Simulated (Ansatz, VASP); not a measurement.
## Two plane-wave programs on WS2

```
W S
1.0
     3.18110    0.00000    0.00000
    -1.59055    2.75491    0.00000
     0.00000    0.00000   16.95074
W S
1 2
Direct
  0.33333 0.66667 0.00000
  0.66667 0.33333 0.90802
  0.66667 0.33333 0.09198
```

Alike in both runs: functional r2SCAN; k mesh 12 × 12 × 2; occupations gaussian, width 0.02 eV; no spin polarisation.

Ansatz relaxed the structure, and its values are those at the end. VASP's run is a single point on that final structure, the one shown.

|  | VASP | Ansatz |
| --- | --- | --- |
| version | VASP 6.6.1 | Ansatz 0.2.0 |
| potentials or method | VASP PAW PBE potentials, release 64 (W_sv, S), cutoff 520 eV | scalar-relativistic, plane waves, PAW |
| valence electrons in the cell | 26 | 26 |

|  | VASP | Ansatz | Ansatz less VASP |
| --- | --- | --- | --- |
| gap on the k mesh at the Fermi level (eV) | 1.91 | 1.90 | -0.015 |
| least direct gap on the mesh (eV) | 1.93 | 1.92 | -0.004 |
| rms of the force components (eV/Å) | 0.010 | 0.000 | -0.0101 |

VASP's potentials were made for PBE, not for r2SCAN. With one functional, cell and mesh, what is left measures potentials, basis and numerics.

Spin-orbit coupling is off throughout.
